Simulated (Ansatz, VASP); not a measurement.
## ZrO5 in VASP and in Ansatz

```
Zr O
1.0
     2.87895    0.00000    0.00000
     0.00000    2.87895    0.00000
     0.00000    0.00000   10.66141
Zr O
1 5
Direct
  0.50000 0.50000 0.00000
  0.50000 0.50000 0.44104
  0.50000 0.50000 0.55896
  0.00000 0.00000 0.10423
  0.00000 0.00000 0.89577
  0.00000 0.00000 0.50000
```

Change from the starting cell: species swapped into the Hf5Pb type (P4/mmm, No. 123).

Alike in both runs: functional PBE; k mesh 14 × 14 × 4; occupations gaussian, width 0.1 eV; no spin polarisation.

Ansatz relaxed the structure, and its values are those at the end. VASP's run is a single point on that final structure, the one shown.

|  | VASP | Ansatz |
| --- | --- | --- |
| version | VASP 6.6.1 | Ansatz 0.2.0 |
| potentials or method | VASP PAW PBE potentials, release 64 (Zr_sv, O), cutoff 520 eV | scalar-relativistic, plane waves, PAW |
| valence electrons in the cell | 42 | 42 |

|  | VASP | Ansatz | Ansatz less VASP |
| --- | --- | --- | --- |
| gap on the k mesh at the Fermi level (eV) | none | none | - |
| pressure (GPa) | 0.6 | 0.0 | -0.62 |
| rms of the force components (eV/Å) | 0.289 | 0.003 | -0.2860 |

A gap of «none» marks a metal or a gap that the smearing closes. One of these differences is far larger than is usual between the two programs; its cause wasn't traced. With one functional, cell and mesh, what is left measures potentials, basis and numerics.

Noted on VASP's run: the standard files for N, O and F lose accuracy on very short bonds.
